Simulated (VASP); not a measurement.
Crystal: Sn3Te.

```
Te Sn
1.0
     4.89785    0.00000    0.00000
     0.00000    4.89785    0.00000
     0.00000    0.00000    4.89785
Te Sn
1 3
Direct
  0.00000 0.00000 0.00000
  0.00000 0.50000 0.50000
  0.50000 0.00000 0.50000
  0.50000 0.50000 0.00000
```

Base run:

* Program: VASP 6.6.1
* Functional: PBEsol
* Potentials or basis: VASP PAW PBE potentials, release 64 (Te, Sn_d)
* Cutoff: 520 eV
* k mesh: 6 × 6 × 6
* Occupations: fermi-dirac, width 0.05 eV
* Spin: no spin polarisation

Its results: band gap on the k mesh zero (band 24 reaches 10.00 eV, above the bottom of band 25 at 6.92 eV); pressure -3.2 GPa.

**Question.** The run is repeated on the same cell with these changes: functional from PBEsol to r2SCAN. What comes out?

**Answer.** Band gap on the k mesh zero (band 24 reaches 10.24 eV, above the bottom of band 25 at 7.15 eV); pressure -1.2 GPa.

Caveats: the PAW data sets were made with another functional, which shifts forces and pressure a little; spin-orbit coupling is left out, which moves the levels of the heavy elements.
